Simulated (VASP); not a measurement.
Be, 1 atom in the cell. The structure is cubic, space group Im-3m (No. 229). Conventional cell: a = 2.617 Å, b = 2.617 Å, c = 2.617 Å, α = 90.00°, β = 90.00°, γ = 90.00°. Within 3.0 Å of Be (site symmetry m-3m) lie 14 Be at 2.27 to 2.62 Å.  This cell differs from its parent crystal: volume scaled by 1.12.

```yaml
Program: VASP 6.6.1
Task: single point
Functional: revPBE
Potentials_or_basis: VASP PAW PBE potentials, release 64 (Be)
Cutoff: 520 eV
k_mesh: 20 × 20 × 20
Occupations: fermi-dirac, width 0.1 eV
Spin: no spin polarisation
Dipole_correction: no
Further_INCAR_settings: ALGO = Normal; EDIFF = 1e-06; NBANDS = 7
```

Potentials or basis: VASP PAW PBE potentials, release 64 (Be).

Launch:

```bash
$ cat potpaw_PBE.64/Be/POTCAR > POTCAR
$ mpirun -np 1 vasp_std > vasp.out
```

Hardware: 1 thread of Intel(R) Xeon(R) 6975P-C (Granite Rapids) (shared host).

Question: How long does it take, and how much memory?

Answer: It took 5.6 s on 1 thread of Intel(R) Xeon(R) 6975P-C (Granite Rapids), on a shared host, peak memory 0.12 GiB. Counts: scf iterations 10, k points 256.
